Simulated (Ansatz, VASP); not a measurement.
C in VASP and in Ansatz

INCAR

```
PREC = Accurate
ENCUT = 520
EDIFF = 1E-7
ISMEAR = 0
SIGMA = 0.1
LREAL = False
LASPH = True
NELM = 150
ALGO = Normal
ISIF = 2
LWAVE = False
LCHARG = False
ISPIN = 2
MAGMOM = 1 1 1 1
LORBIT = 11
GGA = PE
NBANDS = 20
```

KPOINTS

```
regular mesh
0
Gamma
  6 6 6
```

File POSCAR:

```
C
1.0
    3.2084004900      0.0000000000      0.0000000000
   -1.6042002400      2.7785563300      0.0000000000
    0.0000000000      0.0000000000      2.8652681600
C
4
Direct
    0.5000000000      0.0000000000      0.2534999100
    0.0000000000      0.5000000000      0.2534999100
    0.5000000000      0.5000000000      0.2534999100
    0.0000000000      0.0000000000      0.5864691200
```

Input for Ansatz:

```yaml
crystal:
  lattice:
    - [3.20840049, 0.0, 0.0]
    - [-1.60420024, 2.77855633, 0.0]
    - [0.0, 0.0, 2.86526816]
  atoms:
    - { symbol: C, position: [0.5, 0.0, 0.25349991], spin: 1.0 }
    - { symbol: C, position: [0.0, 0.5, 0.25349991], spin: 1.0 }
    - { symbol: C, position: [0.5, 0.5, 0.25349991], spin: 1.0 }
    - { symbol: C, position: [0.0, 0.0, 0.58646912], spin: 1.0 }
basis:
  ecutwfc: 420
kpoints:
  mp_grid: { grid: [6, 6, 6] }
hamiltonian:
  xc: pbe
scf:
  occupations: { method: gaussian, width: 0.1 }
  lower_state_search: "off"
output:
  forces: true
  stress: true
  eigenvalues: true
  populations: true
magnetization:
  spin_polarized: true
```

Alike in both runs: task single point; functional PBE; k mesh 6 × 6 × 6; occupations gaussian, width 0.1 eV; collinear spin.

|  | VASP | Ansatz |
| --- | --- | --- |
| version | VASP 6.6.1 | Ansatz 0.2.0 |
| potentials or method | VASP PAW PBE potentials, release 64 (C), cutoff 520 eV | scalar-relativistic, plane waves, PAW |
| valence electrons in the cell | 16 | 16 |

|  | VASP | Ansatz | Ansatz less VASP |
| --- | --- | --- | --- |
| gap on the k mesh at the Fermi level (eV) | none | none | - |
| rms of the force components (eV/Å) | 0.407 | 0.405 | -0.0015 |
| net moment per atom (μB) | 0.00 | 0.00 | 0.000 |

Atom by atom the forces differ by 0.002 eV/Å (rms over components). A gap of «none» marks a metal or a gap that the smearing closes. With one functional, cell and mesh, what is left measures potentials, basis and numerics. Ansatz's warnings: seeded moment not kept.

The k mesh is coarse, so the values compare programs but aren't converged.
